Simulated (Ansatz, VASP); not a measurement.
# TaN in VASP and in Ansatz

POSCAR

```
TaN
1.0
    3.1338393787      0.0000000000      0.0000000000
   -1.5669196894      2.7139845133      0.0000000000
    0.0000000000      0.0000000000      6.0892219066
Ta N
2 2
Direct
    0.3333333333      0.6666666667      0.0313700747
    0.6666666667      0.3333333333      0.5313700747
    0.3333333333      0.6666666667      0.3536299253
    0.6666666667      0.3333333333      0.8536299253
```

INCAR.step1

```
ALGO = Normal ; EDIFF = 1E-4
ENCUT = 600 ; GGA = PE
ISMEAR = 0 ; LASPH = T
LCHARG = F ; LREAL = F
LWAVE = T ; NELM = 100
PREC = Accurate ; SIGMA = 0.1
```

Contents of INCAR.step2:

```
ALGO = Normal ; EDIFF = 1E-6
EDIFFG = -0.02 ; ENCUT = 600
IBRION = 2 ; ISIF = 3
ISMEAR = 0 ; ISTART = 1
LASPH = T ; LCHARG = F
LMIXTAU = T ; LREAL = F
LWAVE = F ; METAGGA = R2SCAN
NELM = 100 ; NSW = 90
PREC = Accurate ; SIGMA = 0.1
```

The input KPOINTS:

```
k-points
0
Gamma
  12 12 6
```

Input for Ansatz:

```yaml
crystal:
  lattice:
    - [3.1338393787, 0.0, 0.0]
    - [-1.5669196894, 2.7139845133, 0.0]
    - [0.0, 0.0, 6.0892219066]
  atoms:
    - { symbol: Ta, position: [0.3333333333, 0.6666666667, 0.0313700747] }
    - { symbol: Ta, position: [0.6666666667, 0.3333333333, 0.5313700747] }
    - { symbol: "N", position: [0.3333333333, 0.6666666667, 0.3536299253] }
    - { symbol: "N", position: [0.6666666667, 0.3333333333, 0.8536299253] }
basis:
  ecutwfc: 500
kpoints:
  mp_grid: { grid: [12, 12, 6] }
hamiltonian:
  xc: r2scan
scf:
  occupations: { method: gaussian, width: 0.1 }
output:
  forces: true
  stress: true
  eigenvalues: true
relax:
  adjacent_minimum: "off"
  f_tol: 0.02
  max_steps: 70
  cell: { stress_tol: 0.1 }
```

Alike in both runs: task relaxation of cell and atoms; functional r2SCAN; k mesh 12 × 12 × 6; occupations gaussian, width 0.1 eV; no spin polarisation.

```csv
,VASP,Ansatz
version,VASP 6.6.1,Ansatz 0.2.0
potentials or method,"VASP PAW PBE potentials, release 64 (Ta_pv, N), cutoff 600 eV","scalar-relativistic, plane waves, PAW"
valence electrons in the cell,32,36
```

|  | VASP | Ansatz | Ansatz less VASP |
| --- | --- | --- | --- |
| gap on the k mesh at the Fermi level, each at its own relaxed structure (eV) | none | none | - |
| relaxed volume (Å³/atom) | 13.00 | 12.95 | -0.051 |
| relaxed length of the cell vector where the two differ most in proportion (Å) | 6.100 | 6.089 | -0.0112 |

VASP's potentials were made for PBE, not for r2SCAN. A gap of «none» marks a metal or a gap that the smearing closes. VASP's potentials hold 32 valence electrons a cell and Ansatz's 36, so a difference there can come from the potentials and not from the codes.

Neither program's run includes spin-orbit coupling.
